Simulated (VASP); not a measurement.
# C in VASP: a series of runs

C is run at these levels: PBE+D3(BJ); tasks: single point.

Everything below comes from runs of VASP 6.6.1. Logs are shortened: lines on timing, memory, paths and dates and some standing lists are left out, and cuts for length are marked.

## 1. The cell of the first run

The cell holds a slab with vacuum, 4 atoms: a = 2.466 Å, b = 2.466 Å, c = 17.500 Å, α = 90.00°, β = 90.00°, γ = 120.00°.

## 2. Single point, PBE+D3(BJ)

INCAR

```
ALGO = Normal ; DIPOL = 0.5 0.5 0.359
EDIFF = 1E-6 ; ENCUT = 520
GGA = PE ; IDIPOL = 3
ISIF = 2 ; ISMEAR = 0
IVDW = 12 ; LASPH = True
LCHARG = False ; LDIPOL = True
LREAL = False ; LWAVE = False
NBANDS = 16 ; NELM = 80
PREC = Accurate ; SIGMA = 0.1
```

KPOINTS

```
k-points
0
Gamma
  15 15 1
```

POSCAR

```
C
1.0
    2.4656524409      0.0000000000      0.0000000000
   -1.2328262205      2.1353176508      0.0000000000
    0.0000000000      0.0000000000     17.5000663883
C
4
Direct
    0.6666666667      0.3333333333      0.2571437784
    0.3333333333      0.6666666667      0.2571418816
    0.6666666667      0.6666666667      0.4605734749
    1.0000000000      0.3333333333      0.4605715781
```

Potentials or basis: VASP PAW PBE potentials, release 64 (C).

On the command line:

```sh
cat potpaw_PBE.64/C/POTCAR > POTCAR
mpirun -np 1 vasp_std > vasp.out
```

OUTCAR:

```text
EDIFF = 1E-6
   ENCUT = 520
   GGA = PE
   ISIF = 2
   ISMEAR = 0
   IVDW = 12
   LASPH = True
   LREAL = False
   NELM = 80
   PREC = Accurate
 IVDW          = 12

 ion  position               nearest neighbor table
   1  0.667  0.333  0.257-   2 1.42   2 1.42   2 1.42
   2  0.333  0.667  0.257-   1 1.42   1 1.42   1 1.42
   3  0.667  0.667  0.461-   4 1.42   4 1.42   4 1.42
   4  0.000  0.333  0.461-   3 1.42   3 1.42   3 1.42

  LATTYP: Found a hexagonal cell.
 ALAT       =     2.4656524409
 C/A-ratio  =     7.0975398227

  Lattice vectors:

 A1 = (   2.4656524409,   0.0000000000,   0.0000000000)
 A2 = (  -1.2328262205,   2.1353176508,   0.0000000000)
 A3 = (   0.0000000000,   0.0000000000,  17.5000663883)

Analysis of symmetry for initial positions (statically):
=====================================================================
 Subroutine PRICEL returns:
 Original cell was already a primitive cell.

 Routine SETGRP: Setting up the symmetry group for a
 hexagonal supercell.

 Subroutine GETGRP returns: Found  4 space group operations
 (whereof  2 operations were pure point group operations)
 out of a pool of 24 trial point group operations.

The static configuration has the point symmetry C_1h.
 The point group associated with its full space group is C_2h.

Analysis of symmetry for dynamics (positions and initial velocities):
=====================================================================
 Subroutine PRICEL returns:
 Original cell was already a primitive cell.

 Routine SETGRP: Setting up the symmetry group for a
 hexagonal supercell.

 Subroutine GETGRP returns: Found  4 space group operations
 (whereof  2 operations were pure point group operations)
 out of a pool of 24 trial point group operations.

The dynamic configuration has the point symmetry C_1h.
 The point group associated with its full space group is C_2h.

 Subroutine INISYM returns: Found  4 space group operations
 (whereof  2 operations are pure point group operations),
 and found     1 'primitive' translations

----------------------------------------------------------------------------------------

                                     Primitive cell

  volume of cell :      92.1370

  direct lattice vectors                    reciprocal lattice vectors
     2.465652441  0.000000000  0.000000000     0.405572166  0.234157199  0.000000000
    -1.232826221  2.135317651  0.000000000     0.000000000  0.468314398  0.000000000
     0.000000000  0.000000000 17.500066388     0.000000000  0.000000000  0.057142640

  length of vectors
     2.465652441  2.465652441 17.500066388     0.468314398  0.468314398  0.057142640

  position of ions in fractional coordinates (direct lattice)
     0.666666667  0.333333333  0.257143778
     0.333333333  0.666666667  0.257141882
     0.666666667  0.666666667  0.460573475
     0.000000000  0.333333333  0.460571578

  ion indices of the primitive-cell ions
   primitive index   ion index
                 1           1
                 2           2
                 3           3
                 4           4

----------------------------------------------------------------------------------------

 KPOINTS: k-points

Automatic generation of k-mesh.
 Grid dimensions read from file:
 generate k-points for:   15   15    1

 Generating k-lattice:

  Cartesian coordinates                     Fractional coordinates (reciprocal lattice)
     0.027038144  0.015610480  0.000000000     0.066666667  0.000000000  0.000000000
     0.000000000  0.031220960  0.000000000     0.000000000  0.066666667  0.000000000
     0.000000000  0.000000000  0.057142640     0.000000000  0.000000000  1.000000000

  Length of vectors
     0.031220960  0.031220960  0.057142640

  Shift w.r.t. Gamma in fractional coordinates (k-lattice)
     0.000000000  0.000000000  0.000000000

 Subroutine IBZKPT returns following result:
 ===========================================

 Found     64 irreducible k-points:

 Following reciprocal coordinates:
            Coordinates               Weight
  0.000000  0.000000  0.000000      1.000000
  0.066667  0.000000  0.000000      4.000000
  0.000000  0.066667  0.000000      2.000000
  0.133333 -0.000000  0.000000      4.000000
  0.000000  0.133333  0.000000      2.000000
  0.200000  0.000000  0.000000      4.000000
[... 16 lines left out ...]
 -0.266667  0.200000  0.000000      4.000000
  0.266667  0.066667  0.000000      4.000000
 [... further k-points ...]
   k-points           NKPTS =     64   k-points in BZ     NKDIM =     64   number of bands    NBANDS=     16
   number of dos      NEDOS =    301   number of ions     NIONS =      4
   total plane-waves  NPLWV =  45360
   dimension x,y,z NGX =    18 NGY =   18 NGZ =  140
   dimension x,y,z NGXF=    36 NGYF=   36 NGZF=  280
   ions per type =               4
   NGX,Y,Z   is equivalent  to a cutoff of  12.14, 12.14, 13.30 a.u.
   NGXF,Y,Z  is equivalent  to a cutoff of  24.27, 24.27, 26.60 a.u.
 SYSTEM =  unknown system
   PREC   = accura    normal or accurate (medium, high low for compatibility)
   ISTART =      0    job   : 0-new  1-cont  2-samecut
   ICHARG =      2    charge: 1-file 2-atom 10-const
   ISPIN  =      1    spin polarized calculation?
   LNONCOLLINEAR =      F non collinear calculations
   LSORBIT =      F    spin-orbit coupling
   LASPH  =      T    aspherical Exc in radial PAW
   ENCUT  =  520.0 eV  38.22 Ry    6.18 a.u.   4.58  4.58 32.54*2*pi/ulx,y,z
   NELM   =     80;   NELMIN=  2; NELMDL= -5     # of ELM steps
   EDIFF  = 0.1E-05   stopping-criterion for ELM
   LREAL  =      F    real-space projection
   EDIFFG = 0.1E-04   stopping-criterion for IOM
   NSW    =      0    number of steps for IOM
   IBRION =     -1    ionic relax: 0-MD 1-quasi-New 2-CG
   NFREE  =      0    steps in history (QN), initial steepest desc. (CG)
   ISIF   =      2    stress and relaxation
   ISYM   =      2    0-nonsym 1-usesym 2-fastsym
   POTIM  = 0.5000    time-step for ionic-motion
   TEBEG  =    0.0;   TEEND  =   0.0 temperature during run
   PSTRESS=    0.0 pullay stress
   NELECT =      16.0000    total number of electrons
   NUPDOWN=      -1.0000    fix difference up-down
   EMIN   =  10.00;   EMAX   =-10.00  energy-range for DOS
   EFERMI =   0.00;   METHOD = LEGACY
   ISMEAR =     0;   SIGMA  =   0.10  broadening in eV -4-tet -1-fermi 0-gaus
   EFERMI_NEDOS =   21; number of points for ismear=-14 and -15
   IALGO  =     38    algorithm
   IMIX   =      4    mixing-type and parameters
     AMIX     =   0.40;   BMIX     =  1.00
     AMIX_MAG =   1.60;   BMIX_MAG =  1.00
  volume/ion in A,a.u.               =      23.03       155.44
  Fermi-wavevector in a.u.,A,eV,Ry     =   0.913349  1.725980 11.350070  0.834207
  Thomas-Fermi vector in A             =   2.037850
   LORBIT       =      0    0 simple, 1 ext, 2 COOP (PROOUT), +10 PAW based schemes
   GGA     = PE    functional components
   LHFCALC =     F    Hartree Fock is set to
   AEXX    =    0.0000 exact exchange contribution
   IVDW    =    12    specifies the selected vdW correction
   LEPSILON=     F    determine dielectric tensor
   LRPA    =     F    only Hartree local field effects (RPA)
 non-spin polarized calculation
 Gauss-broadening in eV      SIGMA  =   0.10
  energy-cutoff  :      520.00
  volume of cell :       92.14
 maximum number of plane-waves:      2516
   NGX =  9   NGY =  9   NGZ = 65

 dipolmoment           0.000000      0.000000      0.000090 electrons x Angstroem

 number of electron      15.9999998 magnetization

 dipolmoment           0.000000      0.000000     -0.000130 electrons x Angstroem

 Free energy of the ion-electron system (eV)
  ---------------------------------------------------
  ext. energy  EPLUGINS =         0.00000000
  ---------------------------------------------------
  free energy    TOTEN  =       -36.88579303 eV

  energy without entropy =      -36.88562686  energy(sigma->0) =      -36.88570994

 E-fermi :  -0.8269     XC(G=0):  -4.4692

 val. band max:       -0.9620514206   @ k =   0.3333   0.3333   0.0000
 cond. band min:      -0.6919501483   @ k =   0.3333   0.3333   0.0000
 fundamental gap:      0.2701012723
 Fermi energy:        -0.8268531675

 k-point     1 :       0.0000    0.0000    0.0000
  band No.  band energies     occupation
      1     -20.3907      2.00000
      2     -20.2970      2.00000
      3      -8.7931      2.00000
      4      -8.0764      2.00000
      5      -3.8643      2.00000
      6      -3.8641      2.00000
[... 8 lines left out ...]
     15       7.4840      0.00000
     16       7.4994      0.00000

 k-point     2 :       0.0667    0.0000    0.0000
  band No.  band energies     occupation
      1     -20.2853      2.00000
      2     -20.1923      2.00000
      3      -8.6663      2.00000
      4      -7.9526      2.00000
      5      -4.2899      2.00000
      6      -4.2820      2.00000
[... 8 lines left out ...]
     15       7.5530      0.00000
     16       7.9391      0.00000

 k-point     3 :       0.0000    0.0667    0.0000
  band No.  band energies     occupation
      1     -20.2853      2.00000
      2     -20.1923      2.00000
      3      -8.6663      2.00000
      4      -7.9526      2.00000
      5      -4.2900      2.00000
      6      -4.2822      2.00000
[... 8 lines left out ...]
     15       7.5458      0.00000
     16       7.9352      0.00000

 k-point     4 :       0.1333   -0.0000    0.0000
  band No.  band energies     occupation
      1     -19.9699      2.00000
      2     -19.8788      2.00000
      3      -8.2876      2.00000
      4      -7.5837      2.00000
      5      -5.4213      2.00000
      6      -5.4059      2.00000
[... 8 lines left out ...]
     15       7.5829      0.00000
     16       8.8460      0.00000

 k-point     5 :       0.0000    0.1333    0.0000
  band No.  band energies     occupation
      1     -19.9699      2.00000
      2     -19.8787      2.00000
      3      -8.2879      2.00000
      4      -7.5833      2.00000
      5      -5.4208      2.00000
      6      -5.4066      2.00000
[... 8 lines left out ...]
     15       7.5801      0.00000
     16       8.8420      0.00000

 k-point     6 :       0.2000    0.0000    0.0000
  band No.  band energies     occupation
      1     -19.4467      2.00000
      2     -19.3587      2.00000
      3      -7.6636      2.00000
      4      -6.9777      2.00000
      5      -6.9716      2.00000
      6      -6.9482      2.00000
[... 8 lines left out ...]
     15       7.4613      0.00000
     16       7.6562      0.00000
[... 267 lines left out ...]
 k-point    21 :       0.2000    0.0667    0.0000
  band No.  band energies     occupation
      1     -19.0307      2.00000
      2     -18.9452      2.00000
      3      -7.8510      2.00000
      4      -7.8258      2.00000
      5      -7.1715      2.00000
      6      -6.4992      2.00000
[... 8 lines left out ...]
     15       7.5596      0.00000
     16       7.7636      0.00000

 k-point    22 :      -0.0667    0.2667    0.0000
  band No.  band energies     occupation
      1     -19.0308      2.00000
      2     -18.9451      2.00000
      3      -7.8510      2.00000
      4      -7.8261      2.00000
      5      -7.1727      2.00000
      6      -6.4977      2.00000
[... 8 lines left out ...]
     15       7.5411      0.00000
     16       7.7840      0.00000

 k-point    23 :      -0.2667    0.2000    0.0000
  band No.  band energies     occupation
      1     -19.0307      2.00000
      2     -18.9452      2.00000
      3      -7.8526      2.00000
      4      -7.8241      2.00000
      5      -7.1709      2.00000
      6      -6.4999      2.00000
[... 8 lines left out ...]
     15       7.5480      0.00000
     16       7.7708      0.00000

 k-point    24 :       0.2667    0.0667    0.0000
  band No.  band energies     occupation
      1     -18.2060      2.00000
      2     -18.1253      2.00000
      3      -9.5721      2.00000
      4      -9.5375      2.00000
      5      -6.6724      2.00000
      6      -6.6603      2.00000
[... 8 lines left out ...]
     15       7.4977      0.00000
     16       8.3488      0.00000

 [... further k-points ...]

------------------------ aborting loop because EDIFF is reached ----------------------------------------

 vacuum level on the upper side and lower side of the slab       (xc-potential included)        -0.165        -0.161

 Edisp (eV)   -0.46037

 E8    (eV) :    -0.1368

  FORCE on cell =-STRESS in cart. coord.  units (eV):
  Direction    XX          YY          ZZ          XY          YZ          ZX
  --------------------------------------------------------------------------------------
  -------------------------------------------------------------------------------------
  Total       0.13993     0.11612    -0.11283    -0.00000     0.00000     0.03386
  in kB       2.43319     2.01924    -1.96204    -0.00000     0.00000     0.58886
  external pressure =        0.83 kB  Pullay stress =        0.00 kB

 VOLUME and BASIS-vectors are now :
 -----------------------------------------------------------------------------
  energy-cutoff  :      520.00
  volume of cell :       92.14
      direct lattice vectors                 reciprocal lattice vectors
     2.465652441  0.000000000  0.000000000     0.405572166  0.234157199  0.000000000
    -1.232826221  2.135317651  0.000000000     0.000000000  0.468314398  0.000000000
     0.000000000  0.000000000 17.500066388     0.000000000  0.000000000  0.057142640

 POSITION                                       TOTAL-FORCE (eV/Angst)
 -----------------------------------------------------------------------------------
      1.23283      0.71177      4.50003        -0.004755      0.001018      0.012279
     -0.00000      1.42355      4.50000        -0.004755     -0.001018      0.012279
      0.82188      1.42355      8.06007         0.004755     -0.001018     -0.012279
     -0.41094      0.71177      8.06003         0.004755      0.001018     -0.012279
 -----------------------------------------------------------------------------------
    total drift:                               -0.000003      0.000004     -0.029604

  FREE ENERGIE OF THE ION-ELECTRON SYSTEM (eV)
  ---------------------------------------------------
  free  energy   TOTEN  =       -37.3461678640 eV

  energy  without entropy=      -37.3460016943  energy(sigma->0) =      -37.34608478

 vacuum level on the upper side and lower side of the slab         3.361         3.365
```

Run time: 98 s. Hardware: 1 thread of Intel Xeon 6975P-C (Granite Rapids), shared host; peak memory 0.23 GiB.

Results:

```yaml
Free_energy: -37.3462 eV
Largest_force: 0.013 eV/Å
Band_gap_on_the_k_mesh: 0.27 eV, direct
Dispersion_energy_per_atom: -0.115 eV
```

Forces on the atoms (eV/Å):
```
C   -0.005  0.001  0.012
C   -0.005 -0.001  0.012
C    0.005 -0.001 -0.012
C    0.005  0.001 -0.012
```

## 3. Single point, PBE+D3(BJ)

INCAR

```
SYSTEM = C
PREC     = Accurate       ! precision mode
ENCUT    = 520            ! plane-wave cutoff, eV
EDIFF    = 1E-6           ! SCF threshold, eV
ISMEAR   = 0              ! smearing method
SIGMA    = 0.1            ! smearing width, eV
LREAL    = .FALSE.        ! projectors in reciprocal space
LASPH    = .TRUE.         ! aspherical terms in the spheres
NELM     = 100            ! most SCF steps
ALGO     = Normal         ! electronic algorithm
ISIF     = 2              ! what is computed and relaxed
LWAVE    = .FALSE.        ! write WAVECAR
LCHARG   = .FALSE.        ! write CHGCAR
LDIPOL   = .TRUE.       
IDIPOL   = 3            
DIPOL    = 0.5 0.5 0.359
GGA      = PE             ! functional
IVDW     = 12             ! dispersion correction
NBANDS   = 16             ! bands
```

KPOINTS

```
regular mesh
0
G
  15 15 1
  0 0 0
```

POSCAR: that of step 2 with these lines changed.

```diff
@@ -10,3 +10,3 @@
     0.3333333333      0.6666666667      0.2571418816
-    0.6666666667      0.6666666667      0.4605734749
-    1.0000000000      0.3333333333      0.4605715781
+    0.6666666667      0.8333333333      0.4605734749
+    1.0000000000      0.5000000000      0.4605715781
```

Potentials or basis: VASP PAW PBE potentials, release 64 (C).

On the command line:

```sh
cat potpaw_PBE.64/C/POTCAR > POTCAR
mpirun -np 1 vasp_std > vasp.out
```

Run time: 87 s. Hardware: 1 thread of Intel Xeon 6975P-C (Granite Rapids), shared host; peak memory 0.23 GiB.

Results (log left out):

```yaml
Free_energy: -37.3451 eV
Largest_force: 0.013 eV/Å
Band_gap_on_the_k_mesh: 0.31 eV, direct
Dispersion_energy_per_atom: -0.115 eV
```

Forces in eV/Å, atoms in the order of the input:
```
C   -0.005 -0.003  0.009
C   -0.005 -0.003  0.012
C    0.005  0.003 -0.009
C    0.005  0.003 -0.012
```

Levels at points of the mesh, in eV from the valence-band top:
| k point | band 6 | band 7 | band 8 | band 9 | band 10 | band 11 |
| --- | --- | --- | --- | --- | --- | --- |
| (0.00, 0.00, 0.00) | -2.88 | -2.88 | -2.88 | 3.52 | 4.00 | 4.88 |

## 4. Single point, PBE+D3(BJ)

INCAR

```
SYSTEM = C
PREC = Accurate ; ENCUT = 520
EDIFF = 1E-6 ; ISMEAR = 0
SIGMA = 0.1 ; LREAL = .FALSE.
LASPH = .TRUE. ; NELM = 100
ALGO = Normal ; ISIF = 2
LWAVE = .FALSE. ; LCHARG = .FALSE.
LDIPOL = .TRUE. ; IDIPOL = 3
DIPOL = 0.5 0.5 0.359 ; GGA = PE
IVDW = 12 ; NBANDS = 16
```

KPOINTS

```
Automatic mesh
0
G
  15 15 1
  0 0 0
```

POSCAR: that of step 3 with these lines changed.

```diff
@@ -10,3 +10,3 @@
     0.3333333333      0.6666666667      0.2571418816
-    0.6666666667      0.8333333333      0.4605734749
-    1.0000000000      0.5000000000      0.4605715781
+    1.1666666667      0.6666666667      0.4605734749
+    1.5000000000      0.3333333333      0.4605715781
```

On the command line:

```sh
cat potpaw_PBE.64/C/POTCAR > POTCAR
mpirun -np 1 vasp_std > vasp.out
```

It took 81 s on 1 thread of Intel Xeon 6975P-C (Granite Rapids), shared host; peak memory 0.23 GiB.

The run converged. Its results:

```yaml
Free_energy: -37.3415 eV
Largest_force: 0.006 eV/Å
Band_gap_on_the_k_mesh: 0.41 eV, direct
Dispersion_energy_per_atom: -0.115 eV
```

Forces in eV/Å, atoms in the order of the input:
```
C    0.005  0.000  0.003
C    0.005  0.000  0.003
C   -0.005  0.000 -0.003
C   -0.005  0.000 -0.003
```

Levels at points of the mesh, in eV from the valence-band top:
```csv
k point,band 6,band 7,band 8,band 9,band 10,band 11
"(0.00, 0.00, 0.00)",-2.83,-2.83,-2.83,3.57,4.05,4.93
```
